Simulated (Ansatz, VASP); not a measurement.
# Two plane-wave programs on Cu

```xyz
1
Lattice="-1.4428 1.5690 1.3761 1.4428 -1.5690 1.3761 1.4428 1.5690 -1.3761" Properties=species:S:1:pos:R:3 pbc="T T T"
Cu    0.0000    0.0000    0.0000
```

Change from the starting cell: strain +0.0875 x Voigt [0, 1, 0, 0, 0, 0], atoms carried along.

Alike in both runs: task single point; functional PBEsol; k mesh 24 × 24 × 24; occupations gaussian, width 0.15 eV; no spin polarisation.

|  | VASP | Ansatz |
| --- | --- | --- |
| version | VASP 6.6.1 | Ansatz 0.2.0 |
| potentials or method | VASP PAW PBE potentials, release 64 (Cu), cutoff 520 eV | scalar-relativistic, plane waves, PAW |
| valence electrons in the cell | 11 | 19 |

|  | VASP | Ansatz | Ansatz less VASP |
| --- | --- | --- | --- |
| gap on the k mesh at the Fermi level (eV) | none | none | - |
| pressure (GPa) | -11.4 | -12.1 | -0.71 |
| traceless stress, the component that is largest in VASP (GPa) | 1.19 | 1.22 | +0.023 |

VASP's potentials were made for PBE, not for PBEsol. A gap of «none» marks a metal or a gap that the smearing closes. VASP's potentials hold 11 valence electrons a cell and Ansatz's 19, so a difference there can come from the potentials and not from the codes.
